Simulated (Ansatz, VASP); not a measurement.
Two plane-wave programs on InSb

```xyz
2
Lattice="0.0000 3.2795 3.2795 3.2795 0.0000 3.2795 3.2795 3.2795 0.0000" Properties=species:S:1:pos:R:3 pbc="T T T"
In    0.0000    0.0000    0.0000
Sb    1.6398    1.6398    1.6398
```

Alike in both runs: task single point; functional PBE; k mesh 4 × 4 × 4; occupations fermi-dirac, width 0.02 eV; no spin polarisation.

|  | VASP | Ansatz |
| --- | --- | --- |
| version | VASP 6.6.1 | Ansatz 0.2.0 |
| potentials or method | VASP PAW PBE potentials, release 64 (In_d, Sb) | plane waves, PAW |
| plane-wave cutoff (eV) | 520 | 420 |
| valence electrons in the cell | 18 | 28 |

VASP gave:

```
pressure (GPa) : 1.8
```

Question: Which values does Ansatz return?

Answer: Pressure (GPa): 1.9.

VASP's potentials hold 18 valence electrons a cell and Ansatz's 28, so a difference there can come from the potentials and not from the codes.

The k mesh is coarse, so the values compare programs but aren't converged. Spin-orbit coupling is off throughout.
